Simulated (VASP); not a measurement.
Al: single point with PBE

Crystal: Al.

```
Al
1.0
    -1.69092    1.69092    1.69092
     1.69092   -1.69092    1.69092
     1.69092    1.69092   -1.69092
Al
1
Direct
  0.00000 0.00000 0.00000
```

```
Program             : VASP 6.6.1
Task                : single point
Functional          : PBE
Potentials or basis : VASP PAW PBE potentials, release 64 (Al)
Cutoff              : 520 eV
k mesh              : 14 × 14 × 14
Occupations         : gaussian, width 0.05 eV
Spin                : no spin polarisation
```

```json
{
  "Pressure": "-6.7 GPa"
}
```

Levels at points of the mesh, in eV from the Fermi level:
| k point | band 1 | band 2 | band 3 | band 4 | band 5 |
| --- | --- | --- | --- | --- | --- |
| (0.00, 0.00, 0.00) | -10.10 | 12.32 | 12.32 | 12.32 | 12.52 |
| (0.50, 0.00, 0.00) | -3.76 | -3.73 | 7.02 | 7.89 | 8.89 |
| (0.50, 0.50, 0.50) | 1.61 | 1.61 | 1.61 | 3.19 | 3.19 |

It took 9.4 s on 1 thread of AMD EPYC 9R14 (Zen 4), on a shared host, peak memory 0.1 GiB.
